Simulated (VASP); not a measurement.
## Pt: single point with PBEsol

Crystal: Pt.

```
Pt
1.0
     0.00000    1.95954   -1.95954
    -1.95954    0.00000    1.95954
     3.91908    3.91908    3.91908
Pt
3
Direct
  0.00000 0.00000 0.00000
  0.33333 0.66667 0.33333
  0.66667 0.33333 0.66667
```

```yaml
Program: VASP 6.6.1
Task: single point
Functional: PBEsol
Potentials_or_basis: VASP PAW PBE potentials, release 64 (Pt)
Cutoff: 520 eV
k_mesh: 17 × 17 × 6
Occupations: fermi-dirac, width 0.08 eV
Spin: no spin polarisation
```

- Pressure: -0.4 GPa
- Band gap on the k mesh: zero (bands 15 and 16 overlap by 1.82 eV)

Levels at points of the mesh, in eV from the Fermi level:
```
           k point  band 11  band 12  band 13  band 14  band 15  band 16  band 17  band 18  band 19  band 20
(0.00, 0.00, 0.00)    -3.35    -3.35    -1.64    -1.64    -0.83    -0.83    -0.83    -0.83    10.28    10.28
(0.00, 0.00, 0.50)    -3.49    -1.74    -1.74    -1.74    -1.74    -0.56     0.04     0.04     5.81    14.17
```

It took 49 s on 1 thread of Intel(R) Xeon(R) 6975P-C (Granite Rapids), with other jobs on the host, peak memory 0.27 GiB.

Caveat: the PAW data sets were made with another functional, which shifts forces and pressure a little; spin-orbit coupling is left out, which moves the levels of the heavy elements.
